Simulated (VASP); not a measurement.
Al3BiO3:

```xyz
7
Lattice="5.3627 0.0000 0.0000 -2.6813 4.6442 0.0000 0.0000 0.0000 4.8540" Properties=species:S:1:pos:R:3 pbc="T T T"
Al    3.4081    0.0000    3.9567
Al   -1.7041    2.9515    3.9567
Al    0.9773    1.6927    3.9567
Bi    0.0000    0.0000    1.7545
O     1.7006    0.0000    2.0983
O    -0.8503    1.4728    2.0983
O     1.8310    3.1714    2.0983
```

| Item | Value |
| --- | --- |
| Program | VASP 6.6.1 |
| Task | relaxation of cell and atoms |
| Functional | PBE |
| Potentials or basis | VASP PAW PBE potentials, release 64 (Al, Bi_d, O) |
| Cutoff | 600 eV |
| k mesh | 3 × 3 × 3 |
| Occupations | gaussian, width 0.15 eV |
| Spin | no spin polarisation |

At the start: pressure 27.5 GPa; volume 17.27 Å³/atom.

**Question.** How do energy, volume and symmetry change on relaxing?

**Answer.** Over 36 steps the energy falls by 2449.8 meV/atom and the volume is 20.05 Å³/atom (+16.1 %); space group P31m (No. 157, to 0.05 Å).

The path:
```
step  energy change (eV)  largest force (eV/Å)  pressure (GPa)  volume (Å³)
   1              0.0000               12.5945           27.50       120.89
   2             -3.0493                3.3030          -15.46       179.25
   3             -3.3120                3.2150          -15.47       173.98
   4             -3.6744                3.1151          -15.37       168.34
   5             -5.6661                2.4485          -10.37       143.49
   6             -5.4240                4.0916           -1.62       131.91
   7             -5.7867                2.3001           -8.40       139.79
   8             -5.7946                2.3488           -7.37       138.28
   9             -7.9962                2.6058           -6.03       125.87
  10             -1.0329               22.3179           71.39        92.75
  11             -8.0837                2.7095           -4.04       121.32
  12             -9.7521                2.6503            9.84       106.46
  13             -9.9057                5.7533           13.53       113.44
  14            -10.1556                3.0440           10.61       110.44
  15            -11.0133                2.1948            3.12       118.00
  16            -11.6708                1.8870           -4.65       130.23
  17            -11.7256                1.9860           -6.38       134.39
  18            -12.4155                2.1559           -6.33       136.90
  19            -13.5422                4.0284           -4.67       144.48
  20            -14.4997                4.5794           -1.49       142.44
  21            -14.7926                5.1236            2.13       140.50
  22            -15.7414                2.6826            0.38       142.35
  23            -16.1945                2.1805           -0.58       144.35
  24            -16.5916                1.1456           -1.65       144.09
  25            -16.7476                1.0683           -2.29       143.79
  26            -16.9395                0.8836           -0.59       139.76
  27            -16.9913                0.7603            0.88       136.65
  28            -17.0589                0.4802            0.13       137.59
  29            -17.0821                0.6105           -0.59       138.55
  30            -17.1271                0.1554            0.03       137.92
  31            -17.1321                0.0774            0.34       137.62
  32            -17.1390                0.1763            0.19       138.35
  33            -17.1396                0.2736            0.12       138.66
  34            -17.1439                0.2023           -0.01       139.38
  35            -17.1458                0.1184           -0.16       140.21
  36            -17.1483                0.0271            0.35       140.32
```

Final structure:
```xyz
7
Lattice="5.1701 0.0000 0.0000 -2.5850 4.4774 0.0000 0.0000 0.0000 6.0619" Properties=species:S:1:pos:R:3 pbc="T T T"
Al    3.5397    0.0000    4.3660
Al   -1.7699    3.0655    4.3660
Al    0.8152    1.4119    4.3660
Bi    0.0000    0.0000    0.5597
O    -0.7447    4.4774    3.7397
O     4.2499    1.5938    3.7397
O     1.6648    2.8836    3.7397
```

Caveat: the k points lie up to 0.47 Å⁻¹ apart in the final cell; the volume moved by over 15 % at a fixed basis, so the end points are rough; the relaxation stopped at a loose force limit of 0.08 eV/Å, so its end isn't a converged minimum.
